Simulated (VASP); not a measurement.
# NbSi (I4mm) in VASP: single point with r2SCAN

Aim: the single point of NbSi with r2SCAN.

All numbers are computed with VASP 6.6.1; they aren't measurements. Logs are shortened: lines on timing, memory, paths and dates and some standing lists are left out, and cuts for length are marked.

**1. The cell of the first run**

The structure is tetragonal, space group I4mm (No. 107). Conventional cell: a = 3.490 Å, b = 3.490 Å, c = 5.479 Å, α = 90.00°, β = 90.00°, γ = 90.00°. Within 3.0 Å of Nb (site symmetry 4mm) lie 5 Si at 2.27 to 2.51 Å. Within 3.0 Å of Si (site symmetry 4mm) lie 5 Nb at 2.27 to 2.51 Å.

**2. Single point, r2SCAN**

File POSCAR:

```
NbSi
1.0
    0.0000000000      3.4902560000      0.0000000000
    3.4902560000      0.0000000000      0.0000000000
    1.7451280000      1.7451280000     -2.7395930000
Nb Si
1 1
Direct
    0.4140000000      0.4140000000      0.1720000000
    0.0000000000      0.0000000000      0.0000000000
```

File INCAR.step1:

```
PREC     = Accurate       # precision mode
ENCUT    = 520            # plane-wave cutoff, eV
ISMEAR   = -5             # smearing method
SIGMA    = 0.1            # smearing width, eV
LREAL    = False          # projectors in reciprocal space
LASPH    = True           # aspherical terms in the spheres
NELM     = 100            # most SCF steps
NBANDS   = 16             # bands
GGA      = PE             # functional
ALGO     = Normal         # electronic algorithm
EDIFF    = 1E-4           # SCF threshold, eV
LWAVE    = True           # write WAVECAR
LCHARG   = False          # write CHGCAR
```

File INCAR.step2:

```
PREC     = Accurate       # precision mode
ENCUT    = 520            # plane-wave cutoff, eV
EDIFF    = 1E-6           # SCF threshold, eV
ISMEAR   = -5             # smearing method
SIGMA    = 0.1            # smearing width, eV
LREAL    = False          # projectors in reciprocal space
LASPH    = True           # aspherical terms in the spheres
NELM     = 100            # most SCF steps
ALGO     = Normal         # electronic algorithm
ISIF     = 2              # what is computed and relaxed
LWAVE    = False          # write WAVECAR
LCHARG   = False          # write CHGCAR
METAGGA  = R2SCAN         # meta-GGA
LMIXTAU  = True         
NBANDS   = 16             # bands
ISTART   = 1
```

File KPOINTS:

```
regular mesh
0
Gamma
  9 9 9
```

Potentials or basis: VASP PAW PBE potentials, release 64 (Nb_sv, Si).

Launch:

```sh
> cat potpaw_PBE.64/Nb_sv/POTCAR potpaw_PBE.64/Si/POTCAR > POTCAR
> cp INCAR.step1 INCAR
> mpirun -np 1 vasp_std > vasp.out
> cp INCAR.step2 INCAR
> mpirun -np 1 vasp_std > vasp.out
```

OUTCAR:

```text
PREC = Accurate
   ENCUT = 520
   EDIFF = 1E-6
   ISMEAR = -5
   LREAL = False
   LASPH = True
   NELM = 100
   ISIF = 2
   METAGGA = R2SCAN
   ISTART = 1

 ion  position               nearest neighbor table
   1  0.414  0.414  0.172-   2 2.27   2 2.51   2 2.51   2 2.51   2 2.51
   2  0.000  0.000  0.000-   1 2.27   1 2.51   1 2.51   1 2.51   1 2.51

  LATTYP: Found a body centered tetragonal cell.
 ALAT       =     3.4902560000
 C/A-ratio  =     1.5698521828

  Lattice vectors:

 A1 = (  -1.7451280000,   1.7451280000,   2.7395930000)
 A2 = (   1.7451280000,  -1.7451280000,   2.7395930000)
 A3 = (   1.7451280000,   1.7451280000,  -2.7395930000)

Analysis of symmetry for initial positions (statically):
=====================================================================
 Subroutine PRICEL returns:
 Original cell was already a primitive cell.

 Routine SETGRP: Setting up the symmetry group for a
 body centered tetragonal supercell.

 Subroutine GETGRP returns: Found  8 space group operations
 (whereof  8 operations were pure point group operations)
 out of a pool of 16 trial point group operations.

The static configuration has the point symmetry C_4v.

Analysis of symmetry for dynamics (positions and initial velocities):
=====================================================================
 Subroutine PRICEL returns:
 Original cell was already a primitive cell.

 Routine SETGRP: Setting up the symmetry group for a
 body centered tetragonal supercell.

 Subroutine GETGRP returns: Found  8 space group operations
 (whereof  8 operations were pure point group operations)
 out of a pool of 16 trial point group operations.

The dynamic configuration has the point symmetry C_4v.

 Subroutine INISYM returns: Found  8 space group operations
 (whereof  8 operations are pure point group operations),
 and found     1 'primitive' translations

----------------------------------------------------------------------------------------

                                     Primitive cell

  volume of cell :      33.3734

  direct lattice vectors                    reciprocal lattice vectors
     0.000000000  3.490256000  0.000000000     0.000000000  0.286511935  0.182508862
     3.490256000  0.000000000  0.000000000     0.286511935  0.000000000  0.182508862
[... 79 lines left out ...]
   ISTART =      1    job   : 0-new  1-cont  2-samecut
   ICHARG =      0    charge: 1-file 2-atom 10-const
   ISPIN  =      1    spin polarized calculation?
   LNONCOLLINEAR =      F non collinear calculations
   LSORBIT =      F    spin-orbit coupling
   LASPH  =      T    aspherical Exc in radial PAW
   ENCUT  =  520.0 eV  38.22 Ry    6.18 a.u.   6.49  6.49  6.86*2*pi/ulx,y,z
   NELM   =    100;   NELMIN=  2; NELMDL=  0     # of ELM steps
   EDIFF  = 0.1E-05   stopping-criterion for ELM
   LREAL  =      F    real-space projection
[... 7 lines left out ...]
   TEBEG  =    0.0;   TEEND  =   0.0 temperature during run
   PSTRESS=    0.0 pullay stress
   NELECT =      17.0000    total number of electrons
   NUPDOWN=      -1.0000    fix difference up-down
   EMIN   =  10.00;   EMAX   =-10.00  energy-range for DOS
   EFERMI =   0.00;   METHOD = LEGACY
   ISMEAR =    -5;   SIGMA  =   0.10  broadening in eV -4-tet -1-fermi 0-gaus
   EFERMI_NEDOS =   21; number of points for ismear=-14 and -15
   IALGO  =     38    algorithm
   IMIX   =      4    mixing-type and parameters
     AMIX     =   0.40;   BMIX     =  1.00
     AMIX_MAG =   1.60;   BMIX_MAG =  1.00
  volume/ion in A,a.u.               =      16.69       112.61
  Fermi-wavevector in a.u.,A,eV,Ry     =   1.307448  2.470718 23.258058  1.709419
  Thomas-Fermi vector in A             =   2.438181
   LORBIT       =      0    0 simple, 1 ext, 2 COOP (PROOUT), +10 PAW based schemes
   METAGGA = R2SCAN    functional components
   LHFCALC =     F    Hartree Fock is set to
   AEXX    =    0.0000 exact exchange contribution
   IVDW    =     0    specifies the selected vdW correction
   LEPSILON=     F    determine dielectric tensor
   LRPA    =     F    only Hartree local field effects (RPA)
 non-spin polarized calculation
 Fermi weights with tetrahedron method with Bloechl corrections
  energy-cutoff  :      520.00
  volume of cell :       33.37
 maximum number of plane-waves:       919
 NGX is ok and might be reduce to    28
   NGX = 13   NGY = 13   NGZ = 13

 number of electron      17.0000001 magnetization

 Free energy of the ion-electron system (eV)
  ---------------------------------------------------
  ext. energy  EPLUGINS =         0.00000000
  ---------------------------------------------------
  free energy    TOTEN  =       -33.16361495 eV

  energy without entropy =      -33.16361495  energy(sigma->0) =      -33.16361495

 E-fermi :  10.4912     XC(G=0): -12.4500

 val. band max:       10.9857424550   @ k =   0.0000   0.0000   0.4444
 cond. band min:      10.4843380068   @ k =  -0.1111  -0.1111   0.2222
 fundamental gap:     -0.5014044482
 Fermi energy:        10.4911825839

 k-point     1 :       0.0000    0.0000    0.0000
  band No.  band energies     occupation
      1     -46.4197      2.00000
      2     -21.8996      2.00000
      3     -21.7207      2.00000
      4     -21.7207      2.00000
      5      -0.7606      2.00000
      6       8.2064      2.00000
[... 433 lines left out ...]
      3     -21.9547      2.00000
      4     -21.8634      2.00000
      5       1.9253      2.00000
      6       6.2873      2.00000
[... 8 lines left out ...]
     15      21.7429      0.00000
     16      22.5266      0.00000

 [... further k-points ...]

------------------------ aborting loop because EDIFF is reached ----------------------------------------

  FORCE on cell =-STRESS in cart. coord.  units (eV):
  Direction    XX          YY          ZZ          XY          YZ          ZX
  --------------------------------------------------------------------------------------
  -------------------------------------------------------------------------------------
  Total        2.2997180      2.2997180      4.8109296      0.0000000      0.0000000      0.0000000
  in kB      110.4039361    110.4039361    230.9611682      0.0000000      0.0000000      0.0000000
  external PRESSURE =     150.5896801 kB  Pullay stress =       0.0000000 kB

 VOLUME and BASIS-vectors are now :
 -----------------------------------------------------------------------------
  energy-cutoff  :      520.00
  volume of cell :       33.37
      direct lattice vectors                 reciprocal lattice vectors
     0.000000000  3.490256000  0.000000000     0.000000000  0.286511935  0.182508862
     3.490256000  0.000000000  0.000000000     0.286511935  0.000000000  0.182508862
     1.745128000  1.745128000 -2.739593000     0.000000000  0.000000000 -0.365017723

 POSITION                                       TOTAL-FORCE (eV/Angst)
 -----------------------------------------------------------------------------------
      1.74513      1.74513     -0.47121        -0.000000     -0.000000      3.994334
      0.00000      0.00000      0.00000         0.000000      0.000000     -3.994334
 -----------------------------------------------------------------------------------
    total drift:                                0.000005      0.000005     -0.000086

  FREE ENERGIE OF THE ION-ELECTRON SYSTEM (eV)
  ---------------------------------------------------
  free  energy   TOTEN  =       -33.1636149487 eV

  energy  without entropy=      -33.1636149487  energy(sigma->0) =      -33.16361495
```

OSZICAR.step1:

```text
N       E                     dE             d eps       ncg     rms          rms(c)
DAV:   1     0.132035557114E+03    0.13204E+03   -0.85155E+03  2408   0.978E+02
DAV:   2    -0.759803581382E+01   -0.13963E+03   -0.13276E+03  2904   0.351E+02
DAV:   3    -0.161060368753E+02   -0.85080E+01   -0.83332E+01  4568   0.657E+01
DAV:   4    -0.162548671834E+02   -0.14883E+00   -0.14851E+00  2752   0.790E+00
DAV:   5    -0.162585729677E+02   -0.37058E-02   -0.37109E-02  3968   0.138E+00    0.929E+00
DAV:   6    -0.151663902252E+02    0.10922E+01   -0.26098E+00  3928   0.149E+01    0.306E+00
DAV:   7    -0.151682341158E+02   -0.18439E-02   -0.12653E-01  2784   0.291E+00    0.187E+00
DAV:   8    -0.151686139557E+02   -0.37984E-03   -0.24532E-02  4408   0.112E+00    0.287E-01
DAV:   9    -0.151684911199E+02    0.12284E-03   -0.12147E-03  2920   0.315E-01    0.135E-01
DAV:  10    -0.151685169553E+02   -0.25835E-04   -0.17542E-04  2360   0.155E-01
   1 F= -.15168517E+02 E0= -.15168517E+02  d E =0.000000E+00
```

Run time: 6.2 min. Hardware: 1 thread of Intel Xeon 8259CL, shared host; peak memory 0.2 GiB.

Results:

| Item | Value |
| --- | --- |
| Free energy | -33.1636 eV |
| Pressure | 15.1 GPa |
| Largest force | 3.994 eV/Å |

Forces on the atoms (eV/Å):
```
Nb   0.000  0.000  3.994
Si   0.000  0.000 -3.994
```

Stress tensor (GPa, compression positive):
```
11.04  0.00  0.00
 0.00 11.04  0.00
 0.00  0.00 23.10
```

Caveat: the PAW data sets were made with another functional, which shifts forces and pressure a little; tetrahedron occupations give inexact forces and stress in metals.
